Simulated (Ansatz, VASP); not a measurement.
# One calculation of La, two programs

```xyz
2
Lattice="-2.1303 2.5912 1.8992 2.5912 -2.1303 1.8992 4.3047 4.3047 -1.0550" Properties=species:S:1:pos:R:3 pbc="T T T"
La    2.3952   -1.9343    1.8992
La    1.3984    3.3671    1.3716
```

Alike in both runs: task single point; functional RPBE; k mesh 11 × 11 × 6; occupations fermi-dirac, width 0.1 eV; no spin polarisation.

|  | VASP | Ansatz |
| --- | --- | --- |
| version | VASP 6.6.1 | Ansatz 0.2.0 |
| potentials or method | VASP PAW PBE potentials, release 64 (La), cutoff 520 eV | plane waves (420 eV) with PAW, scalar-relativistic |
| valence electrons in the cell | 22 | 22 |

```tsv
	VASP	Ansatz	Ansatz less VASP
pressure (GPa)	0.1	0.0	-0.04
```

VASP's potentials were made for PBE, not for RPBE.

Neither program's run includes spin-orbit coupling.
